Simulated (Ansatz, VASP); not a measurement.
**One calculation of CdF2, two programs**

```
Cd F
1.0
     0.00000    2.72945    2.72945
     2.72945    0.00000    2.72945
     2.72945    2.72945    0.00000
Cd F
1 2
Direct
  0.00000 0.00000 0.00000
  0.75000 0.75000 0.75000
  0.25000 0.25000 0.25000
```

Alike in both runs: task single point; functional LDA; k mesh 9 × 9 × 9; occupations fermi-dirac, width 0.05 eV; no spin polarisation.

|  | VASP | Ansatz |
| --- | --- | --- |
| version | VASP 6.6.1 | Ansatz 0.2.0 |
| potentials or method | VASP PAW LDA potentials, release 64 (Cd, F) | Ansatz PAW |
| plane-wave cutoff (eV) | 520 | 420 |
| valence electrons in the cell | 26 | 34 |

Ansatz gave:

```
gap on the k mesh at the Fermi level (eV) : 2.70
least direct gap on the mesh (eV)         : 3.20
pressure (GPa)                            : -9.2
```

Q: What did VASP give for the same quantities?

A: gap on the k mesh at the Fermi level (eV): 2.69; least direct gap on the mesh (eV): 3.19; pressure (GPa): -8.4.

LDA's correlation is that of Perdew and Zunger in VASP and of Perdew and Wang (1992) in Ansatz. VASP's potentials hold 26 valence electrons a cell and Ansatz's 34, so a difference there can come from the potentials and not from the codes.

Noted on Ansatz's run: odd divisions of the mesh miss points on the zone boundary, where band edges often lie, so the gap on the mesh can be too wide.
